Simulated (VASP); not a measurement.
# GeCl3 (P4/mmm) in VASP: notebook, part 2 of 2

VASP 6.6.1.

## 4. Single point, PBE

This run uses another cell than the first one, of 26.02 Å³/atom.

The input, INCAR:

```
ALGO = Fast
EDIFF = 1E-7
ENCUT = 520
GGA = PE
ISIF = 2
ISMEAR = 0
LASPH = T
LCHARG = F
LREAL = F
LWAVE = F
NBANDS = 26
NELM = 80
PREC = Accurate
SIGMA = 0.1
```

The input, KPOINTS:

```
k-points
0
Gamma
  8 8 14
```

The input, POSCAR:

```
GeCl3
1.0
    5.3938400082      0.0000000000      0.0000000000
    0.0000000000      5.3938400082      0.0000000000
    0.0000000000      0.0000000000      3.5774597803
Ge Cl
1 3
Direct
    0.5000000000      0.5000000000      0.0000000000
    0.0000000000      0.5000000000      0.0000000000
    0.5000000000      0.0000000000      0.0000000000
    0.0000000000      0.0000000000      0.0000000000
```

Potentials or basis: VASP PAW PBE potentials, release 64 (Ge_d, Cl).

Run with:

```console
cat potpaw_PBE.64/Ge_d/POTCAR potpaw_PBE.64/Cl/POTCAR > POTCAR
mpirun -np 1 vasp_std > vasp.out
```

OUTCAR:

```text
EDIFF = 1E-7
   ENCUT = 520
   GGA = PE
   ISIF = 2
   ISMEAR = 0
   LASPH = T
   LREAL = F
   NELM = 80
   PREC = Accurate

 ion  position               nearest neighbor table
   1  0.500  0.500  0.000-   2 2.70   3 2.70   3 2.70   2 2.70
   2  0.000  0.500  0.000-   1 2.70   1 2.70
   3  0.500  0.000  0.000-   1 2.70   1 2.70
   4  0.000  0.000  0.000-

  LATTYP: Found a simple tetragonal cell.
 ALAT       =     5.3938400082
 C/A-ratio  =     0.6632491462

  Lattice vectors:

 A1 = (   5.3938400082,   0.0000000000,   0.0000000000)
 A2 = (   0.0000000000,   5.3938400082,   0.0000000000)
 A3 = (   0.0000000000,   0.0000000000,   3.5774597803)

Analysis of symmetry for initial positions (statically):
=====================================================================
 Subroutine PRICEL returns:
 Original cell was already a primitive cell.

 Routine SETGRP: Setting up the symmetry group for a
 simple tetragonal supercell.

 Subroutine GETGRP returns: Found 16 space group operations
 (whereof 16 operations were pure point group operations)
 out of a pool of 16 trial point group operations.

The static configuration has the point symmetry D_4h.

Analysis of symmetry for dynamics (positions and initial velocities):
=====================================================================
 Subroutine PRICEL returns:
 Original cell was already a primitive cell.

 Routine SETGRP: Setting up the symmetry group for a
 simple tetragonal supercell.

 Subroutine GETGRP returns: Found 16 space group operations
 (whereof 16 operations were pure point group operations)
 out of a pool of 16 trial point group operations.

The dynamic configuration has the point symmetry D_4h.

 Subroutine INISYM returns: Found 16 space group operations
 (whereof 16 operations are pure point group operations),
[... 116 lines left out ...]
   EFERMI_NEDOS =   21; number of points for ismear=-14 and -15
   IALGO  =     68    algorithm
   IMIX   =      4    mixing-type and parameters
     AMIX     =   0.40;   BMIX     =  1.00
     AMIX_MAG =   1.60;   BMIX_MAG =  1.00
  volume/ion in A,a.u.               =      26.02       175.59
  Fermi-wavevector in a.u.,A,eV,Ry     =   1.138432  2.151325 17.633534  1.296028
  Thomas-Fermi vector in A             =   2.275137
   LORBIT       =      0    0 simple, 1 ext, 2 COOP (PROOUT), +10 PAW based schemes
   GGA     = PE    functional components
   LHFCALC =     F    Hartree Fock is set to
   AEXX    =    0.0000 exact exchange contribution
   IVDW    =     0    specifies the selected vdW correction
   LEPSILON=     F    determine dielectric tensor
   LRPA    =     F    only Hartree local field effects (RPA)
 non-spin polarized calculation
 RMM-DIIS sequential band-by-band and
 Gauss-broadening in eV      SIGMA  =   0.10
  energy-cutoff  :      520.00
  volume of cell :      104.08
 maximum number of plane-waves:      2828
   NGX = 21   NGY = 21   NGZ = 13

 number of electron      34.9999988 magnetization

 Free energy of the ion-electron system (eV)
  ---------------------------------------------------
  ext. energy  EPLUGINS =         0.00000000
  ---------------------------------------------------
  free energy    TOTEN  =        -9.99669556 eV

  energy without entropy =       -9.99326429  energy(sigma->0) =       -9.99497993

 E-fermi :   1.8779     XC(G=0):  -8.5626

 val. band max:        1.8646561699   @ k =   0.5000   0.1250   0.3571
 cond. band min:       1.8977786606   @ k =   0.2500   0.2500   0.3571
 fundamental gap:      0.0331224907
 Fermi energy:         1.8779478330

 k-point     1 :       0.0000    0.0000    0.0000
  band No.  band energies     occupation
      1     -23.4183      2.00000
      2     -23.4106      2.00000
      3     -23.3582      2.00000
      4     -23.3582      2.00000
      5     -23.3540      2.00000
      6     -14.0837      2.00000
[... 685 lines left out ...]
     25      11.4991      0.00000
     26      12.5872      0.00000

 [... further k-points ...]

------------------------ aborting loop because EDIFF is reached ----------------------------------------

  FORCE on cell =-STRESS in cart. coord.  units (eV):
  Direction    XX          YY          ZZ          XY          YZ          ZX
  --------------------------------------------------------------------------------------
  -------------------------------------------------------------------------------------
  Total       -0.0439427     -0.0439427     -0.0553831      0.0000000      0.0000000      0.0000000
  in kB       -0.6764360     -0.6764360     -0.8525447      0.0000000      0.0000000      0.0000000
  external PRESSURE =      -0.7351389 kB  Pullay stress =       0.0000000 kB

 VOLUME and BASIS-vectors are now :
 -----------------------------------------------------------------------------
  energy-cutoff  :      520.00
  volume of cell :      104.08
      direct lattice vectors                 reciprocal lattice vectors
     5.393840008  0.000000000  0.000000000     0.185396674  0.000000000  0.000000000
     0.000000000  5.393840008  0.000000000     0.000000000  0.185396674  0.000000000
     0.000000000  0.000000000  3.577459780     0.000000000  0.000000000  0.279527950

 POSITION                                       TOTAL-FORCE (eV/Angst)
 -----------------------------------------------------------------------------------
      2.69692      2.69692      0.00000         0.000000      0.000000      0.000000
      0.00000      2.69692      0.00000         0.000000      0.000000      0.000000
      2.69692      0.00000      0.00000         0.000000      0.000000      0.000000
      0.00000      0.00000      0.00000         0.000000      0.000000      0.000000
 -----------------------------------------------------------------------------------
    total drift:                               -0.000000      0.000000     -0.000000

  FREE ENERGIE OF THE ION-ELECTRON SYSTEM (eV)
  ---------------------------------------------------
  free  energy   TOTEN  =        -9.9966955604 eV

  energy  without entropy=       -9.9932642907  energy(sigma->0) =       -9.99497993
```

OSZICAR:

```text
N       E                     dE             d eps       ncg     rms          rms(c)
DAV:   1     0.310601465035E+03    0.31060E+03   -0.15610E+04  7744   0.206E+03
DAV:   2     0.339796158377E+02   -0.27662E+03   -0.25971E+03  7520   0.608E+02
DAV:   3    -0.880484614673E+01   -0.42784E+02   -0.41932E+02  7296   0.135E+02
DAV:   4    -0.107334313858E+02   -0.19286E+01   -0.19206E+01  7406   0.342E+01
DAV:   5    -0.107864127265E+02   -0.52981E-01   -0.52950E-01  7928   0.565E+00    0.987E+00
RMM:   6    -0.100404220548E+02    0.74599E+00   -0.98520E-01  8568   0.497E+00    0.543E+00
RMM:   7    -0.100022653199E+02    0.38157E-01   -0.94598E-02  8792   0.202E+00    0.313E+00
RMM:   8    -0.999515202236E+01    0.71133E-02   -0.82338E-02  8388   0.181E+00    0.359E-01
RMM:   9    -0.999655578968E+01   -0.14038E-02   -0.14950E-02 10130   0.775E-01    0.250E-01
RMM:  10    -0.999659538607E+01   -0.39596E-04   -0.28496E-03  9496   0.321E-01    0.382E-02
RMM:  11    -0.999667338095E+01   -0.77995E-04   -0.62366E-04 10174   0.147E-01    0.239E-02
RMM:  12    -0.999668921945E+01   -0.15839E-04   -0.10444E-04  9407   0.622E-02    0.151E-02
RMM:  13    -0.999669500455E+01   -0.57851E-05   -0.34963E-05  9679   0.321E-02    0.478E-03
RMM:  14    -0.999669528055E+01   -0.27600E-06   -0.77992E-06  9119   0.165E-02    0.315E-03
RMM:  15    -0.999669551349E+01   -0.23294E-06   -0.24130E-06  8705   0.853E-03    0.641E-04
RMM:  16    -0.999669556038E+01   -0.46889E-07   -0.40544E-07  6674   0.357E-03
   1 F= -.99966956E+01 E0= -.99949799E+01  d E =-.343127E-02
```

Run time: 4.8 min. Hardware: 1 thread of Oxide Virtual Turin-like, shared host; peak memory 0.36 GiB.

Results:

| Quantity | Value |
| --- | --- |
| Free energy | -9.9967 eV |
| Pressure | -0.1 GPa |
| Band gap on the k mesh | zero (an odd number of electrons rules out a gap without spin polarisation) |

Caveat: an odd number of electrons without spin polarisation forces a metal; a magnetic or distorted state may lie lower.

## 5. Single point, PBE

This run uses another cell than the first one, of 25.78 Å³/atom.

The input, INCAR:

```
SYSTEM = GeCl3
ALGO = Fast ; EDIFF = 1E-6
ENCUT = 520 ; GGA = PE
ISIF = 2 ; ISMEAR = 0
LASPH = .True. ; LCHARG = .False.
LREAL = .False. ; LWAVE = .False.
NBANDS = 26 ; NELM = 100
PREC = Accurate ; SIGMA = 0.1
```

The input, KPOINTS:

```
k-points
0
Gamma
  10 10 14
  0 0 0
```

The input, POSCAR:

```
GeCl3
1.0
    5.4042185967      0.0000000000      0.0000000000
    0.0000000000      5.4042185967      0.0000000000
    0.0000000000      0.0000000000      3.5311493423
Ge Cl
1 3
Direct
    0.5000000000      0.5000000000      0.0000000000
    0.0000000000      0.5000000000      0.0000000000
    0.5000000000      0.0000000000      0.0000000000
    0.0000000000      0.0000000000      0.0000000000
```

Run with:

```console
cat potpaw_PBE.64/Ge_d/POTCAR potpaw_PBE.64/Cl/POTCAR > POTCAR
mpirun -np 1 vasp_std > vasp.out
```

Wall time 7.3 min (1 thread of Oxide Virtual Turin-like, shared host); peak memory 0.44 GiB.

The run converged. Its results:

- Free energy: -9.9481 eV
- Pressure: -0.1 GPa
- Band gap on the k mesh: zero (an odd number of electrons rules out a gap without spin polarisation)

Levels at points of the mesh, in eV from the Fermi level:
```csv
k point,band 16,band 17,band 18,band 19,band 20,band 21
"(0.00, 0.00, 0.00)",-0.71,0.69,0.69,4.00,4.71,4.71
"(0.50, 0.00, 0.00)",-1.71,-0.88,0.72,1.39,3.64,4.29
"(0.50, 0.50, 0.00)",-1.89,-1.38,-1.23,0.97,0.97,3.27
"(0.00, 0.00, 0.50)",-2.13,0.03,0.79,0.79,5.42,5.42
"(0.50, 0.00, 0.50)",-2.22,-1.42,-0.57,0.82,2.14,5.01
"(0.50, 0.50, 0.50)",-2.24,-2.24,-1.28,-0.88,1.76,1.76
```

Caveat: an odd number of electrons without spin polarisation forces a metal; a magnetic or distorted state may lie lower.

## 6. Overview

```tsv
task	cell	k mesh	cutoff (eV)	gap on the mesh (eV)	pressure (GPa)	relaxed volume (Å³/atom)
relaxation of cell and atoms	relaxed from a = 5.040, b = 5.040, c = 4.829 Å, 4 atoms	4 × 4 × 4	600	none	0.0	35.72
relaxation of cell and atoms	relaxed from a = 5.442, b = 5.442, c = 3.508 Å, 4 atoms	4 × 4 × 6	600	none	0.1	26.49
single point	a = 5.394, b = 5.394, c = 3.577 Å, 4 atoms	8 × 8 × 14	520	none	-0.1	-
single point	a = 5.404, b = 5.404, c = 3.531 Å, 4 atoms	10 × 10 × 14	520	none	-0.1	-
```

Alike in all rows: level PBE; potentials or basis VASP PAW PBE potentials, release 64 (Ge_d, Cl); no spin polarisation; smearing gaussian 0.1 eV.

Caveats: an odd number of electrons without spin polarisation forces a metal; a magnetic or distorted state may lie lower; the volume moved by over 15 % at a fixed basis, so the end points are rough (at least some runs).

Total energies depend on the potentials used, so only differences within one code and one set of settings carry meaning.

The gap in the log of VASP goes by the Fermi energy; the results here count the filled bands.